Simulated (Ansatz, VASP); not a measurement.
Au in VASP and in Ansatz

```
Au
1.0
     0.00000    2.11903    2.11903
     2.11903    0.00000    2.11903
     2.11903    2.11903    0.00000
Au
1
Direct
  0.00000 0.00000 0.00000
```

Change from the starting cell: volume scaled by 1.06, crystal datasets.

Alike in both runs: task electric field gradients; functional PBE; k mesh 14 × 14 × 14; occupations fermi-dirac, width 0.03 eV; no spin polarisation.

|  | VASP | Ansatz |
| --- | --- | --- |
| version | VASP 6.6.1 | Ansatz 0.2.0 |
| potentials or method | VASP PAW PBE potentials, release 64 (Au), cutoff 520 eV | all-electron PAW with datasets made for the crystal, scalar-relativistic |

```tsv
	VASP	Ansatz	Ansatz less VASP
pressure (GPa)	-6.9	-6.7	+0.14
```

Ansatz ran all-electron here, and VASP with PAW potentials.

Spin-orbit coupling is off throughout.
